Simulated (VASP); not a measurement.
Set up this calculation in VASP 6.6.1, as the native input.

```yaml
Task: single point
Functional: r2SCAN
Potentials_or_basis: VASP PAW PBE potentials, release 64 (W_sv)
Cutoff: 520 eV
k_mesh: 8 × 8 × 11
Occupations: fermi-dirac, width 0.1 eV
Spin: no spin polarisation
Dipole_correction: no
Further_INCAR_settings: ALGO = Normal; EDIFF = 1e-07; NBANDS = 28
```

The system is W.

```
W
1.0
     4.66592    0.00000    0.00000
    -2.33296    4.04081    0.00000
     0.00000    0.00000    2.59193
W
3
Direct
  0.00000 0.00000 0.00000
  0.33333 0.66667 0.50000
  0.66667 0.33333 0.50000
```

The input as run:

POSCAR

```
W
1.0
    4.6659217972      0.0000000000      0.0000000000
   -2.3329608986      4.0408068085      0.0000000000
    0.0000000000      0.0000000000      2.5919258591
W
3
Direct
    0.0000000000      1.0000000000      0.0000000000
    0.3333333333      0.6666666667      0.5000000000
    0.6666666667      0.3333333333      0.5000000000
```

INCAR.step1

```
PREC     = Accurate       # precision mode
ENCUT    = 520            # plane-wave cutoff, eV
ISMEAR   = -1             # smearing method
SIGMA    = 0.1            # smearing width, eV
LREAL    = F              # projectors in reciprocal space
LASPH    = T              # aspherical terms in the spheres
NELM     = 100            # most SCF steps
NBANDS   = 28             # bands
GGA      = PE             # functional
ALGO     = Normal         # electronic algorithm
EDIFF    = 1E-4           # SCF threshold, eV
LWAVE    = T              # write WAVECAR
LCHARG   = F              # write CHGCAR
```

INCAR.step2

```
PREC     = Accurate       # precision mode
ENCUT    = 520            # plane-wave cutoff, eV
EDIFF    = 1E-7           # SCF threshold, eV
ISMEAR   = -1             # smearing method
SIGMA    = 0.1            # smearing width, eV
LREAL    = F              # projectors in reciprocal space
LASPH    = T              # aspherical terms in the spheres
NELM     = 100            # most SCF steps
ALGO     = Normal         # electronic algorithm
ISIF     = 2              # what is computed and relaxed
LWAVE    = F              # write WAVECAR
LCHARG   = T              # write CHGCAR
METAGGA  = R2SCAN         # meta-GGA
LMIXTAU  = T            
LELF     = T              # ELF
LVHAR    = T            
NBANDS   = 28             # bands
ISTART   = 1
```

KPOINTS

```
regular mesh
0
Gamma
  8 8 11
```

Potentials or basis: VASP PAW PBE potentials, release 64 (W_sv).

The run is started by

```bash
$ cat potpaw_PBE.64/W_sv/POTCAR > POTCAR
$ cp INCAR.step1 INCAR
$ mpirun -np 1 vasp_std > vasp.out
$ cp INCAR.step2 INCAR
$ mpirun -np 1 vasp_std > vasp.out
```

It gave:

```
Pressure               : 1.3 GPa
Band gap on the k mesh : zero (band 21 reaches 11.10 eV, above the bottom of band 22 at 10.42 eV)
```

Caveat: the PAW data sets were made with another functional, which shifts forces and pressure a little; spin-orbit coupling is left out, which moves the levels of the heavy elements.

It took 92 s on 1 thread of Intel(R) Xeon(R) 6975P-C (Granite Rapids), on a shared host, peak memory 0.2 GiB.
